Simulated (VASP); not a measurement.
Crystal: Re.

```xyz
1
Lattice="0.0000 1.9750 1.9750 1.9750 0.0000 1.9750 1.9750 1.9750 0.0000" Properties=species:S:1:pos:R:3 pbc="T T T"
Re    0.0000    0.0000    0.0000
```

- Program: VASP 6.6.1
- Task: relaxation of cell and atoms
- Functional: r2SCAN
- Potentials or basis: VASP PAW PBE potentials, release 64 (Re)
- Cutoff: 600 eV
- k mesh: 14 × 14 × 14
- Occupations: gaussian, width 0.005 eV
- Spin: no spin polarisation

At the start: pressure -15.5 GPa; volume 15.41 Å³/atom.

Problem. Where does the relaxation end?

Solution. Over 8 steps the energy falls by 32.8 meV/atom and the volume is 14.76 Å³/atom (-4.2 %); space group Fm-3m (No. 225, to 0.05 Å).

Step by step:
```csv
step,energy change (eV),largest force (eV/Å),pressure (GPa),volume (Å³)
1,0.0000,0.0000,-15.52,15.41
2,0.6433,0.0000,104.75,12.31
3,-0.0327,0.0000,-1.05,14.80
4,-0.0328,0.0000,-0.28,14.77
5,-0.0328,0.0000,0.07,14.76
6,-0.0328,0.0000,-0.21,14.77
7,-0.0328,0.0000,-0.03,14.76
8,-0.0328,0.0000,-0.01,14.76
```

Final structure:
```yaml
crystal:
  lattice:
    - [0.00000, 1.94685, 1.94685]
    - [1.94685, 0.00000, 1.94685]
    - [1.94685, 1.94685, 0.00000]
  atoms:
    - { symbol: Re, position: [0.00000, 0.00000, 0.00000] }
```

Caveat: the PAW data sets were made with another functional, which shifts forces and pressure a little.
